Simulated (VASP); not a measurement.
Write the native input for VASP 6.6.1 that does the following.

| Item | Value |
| --- | --- |
| Task | relaxation of cell and atoms |
| Functional | PBE |
| Potentials or basis | VASP PAW PBE potentials, release 64 (Sc_sv, In_d, Sb, P) |
| Cutoff | 600 eV |
| k mesh | 6 × 6 × 2 |
| Occupations | gaussian, width 0.1 eV |
| Spin | no spin polarisation |
| Dipole correction | no |
| Further INCAR settings | ALGO = Normal; EDIFF = 1e-06; IBRION = 2; EDIFFG = -0.04; NSW = 90; ISIF = 3 |

The structure of ScInSbP3 lies in POSCAR:

```
ScInSbP3
1.0
    4.7427687800      0.0000000000      0.0000000000
   -2.3713843900      4.1073582500      0.0000000000
    0.0000000000      0.0000000000      7.5287779200
Sc In Sb P
1 1 1 3
Direct
    0.3333333300      0.6666666700      0.5000000000
    0.0000000000      0.0000000000      0.5000000000
    0.3333333300      0.6666666700      0.0000000000
    0.6666666700      0.3333333300      0.1516768600
    0.6666666700      0.3333333300      0.8483231400
    0.6666666700      0.3333333300      0.5000000000
```

The cell was generated, and may not be a known phase.

The input as run:

INCAR

```
  PREC = Accurate
  ENCUT = 600
  EDIFF = 1E-6
  ISMEAR = 0
  SIGMA = 0.1
  LREAL = False
  LASPH = True
  NELM = 60
  ALGO = Normal
  ISIF = 3
  LWAVE = False
  LCHARG = False
  GGA = PE
  IBRION = 2
  NSW = 90
  EDIFFG = -0.04
```

KPOINTS

```
Automatic mesh
0
Gamma
  6 6 2
```

Potentials or basis: VASP PAW PBE potentials, release 64 (Sc_sv, In_d, Sb, P).

Run with:

```sh
$ cat potpaw_PBE.64/Sc_sv/POTCAR potpaw_PBE.64/In_d/POTCAR potpaw_PBE.64/Sb/POTCAR potpaw_PBE.64/P/POTCAR > POTCAR
$ mpirun -np 1 vasp_std > vasp.out
```

It gave:

| Property | Result |
| --- | --- |
| Relaxed volume | 24.25 Å³/atom |
| Relaxed cell | a = 4.868 Å, b = 4.868 Å, c = 7.089 Å, α = 90.00°, β = 90.00°, γ = 120.00° |
| Space group after relaxing (to 0.1 Å) | P-6m2 (No. 187) |
| Energy gained by relaxing | 48.5 meV/atom |
| Ionic steps | 7 |
| Pressure after relaxing | 0.0 GPa |
| Largest force after relaxing | 0.028 eV/Å |
| Band gap on the k mesh | zero (bands 22 and 23 overlap by 1.20 eV) |

Caveat: the k points lie up to 0.44 Å⁻¹ apart in the final cell, too coarse for converged energies and pressures of a metal; spin-orbit coupling is left out, which moves the levels of the heavy elements.

Wall time 5.3 min on 1 thread of Oxide Virtual Turin-like Processor (shared host), peak memory 0.33 GiB.
